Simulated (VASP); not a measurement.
Here is a VASP 6.6.1 calculation.

The input INCAR:

```
PREC = Accurate
ENCUT = 600
EDIFF = 1E-6
ISMEAR = 0
SIGMA = 0.2
LREAL = F
LASPH = T
NELM = 60
ALGO = Normal
ISIF = 3
LWAVE = F
LCHARG = F
GGA = PE
IBRION = 2
NSW = 80
EDIFFG = -0.025
```

KPOINTS

```
regular mesh
0
Gamma
  6 6 6
```

POSCAR

```
C
1.0
    0.0465373418      0.0466790064      3.6398296936
    4.4006552041      0.0697130887      0.0550477401
   -2.1399542963      3.6801761540      0.0202939922
C
9
Direct
    0.5471883482      0.6974066554      0.2653899012
    0.1976190269      0.6851297333      0.3988454755
    0.8772338457      0.5691997289      0.3030395910
    0.4542510944      0.2509550398      0.7406513626
    0.7800610424      0.4460890303      0.7182722990
    0.1416338929      0.3339337840      0.5699358999
    0.7344934667      0.8367651664     -0.0238381014
    0.2805337551     -0.0190570005      0.8363221051
    0.9869855278      0.1995778624      0.1913814671
```

Potentials or basis: VASP PAW PBE potentials, release 64 (C).

Launch:

```console
$ cat potpaw_PBE.64/C/POTCAR > POTCAR
$ mpirun -np 1 vasp_std > vasp.out
```

Task: What does it give for the space group after relaxing (to 0.1 Å)?

Result: P1 (No. 1).

Task: Estimate the relaxed volume.

Result: 6.33 Å³/atom.

Task: Estimate the relaxed cell.

Result: a = 3.669 Å, b = 4.337 Å, c = 4.068 Å, α = 117.99°, β = 88.01°, γ = 94.11°.

Final structure:
```
C
1.0
    -0.13300   -0.00492    3.66651
     4.33136    0.15330   -0.15342
    -2.03367    3.52225    0.07255
C
9
Direct
  0.52438 0.62791 0.18240
  0.23183 0.68188 0.47533
  0.84598 0.51304 0.31414
  0.44302 0.32117 0.79089
  0.77607 0.49581 0.67592
  0.15400 0.36747 0.56723
  0.67633 0.85941 0.00210
  0.34030 0.00041 0.84726
  0.00809 0.13289 0.14474
```

Caveat: this functional lacks dispersion, which binds layers or chains, so the pressure and a relaxed spacing across them are unreliable.
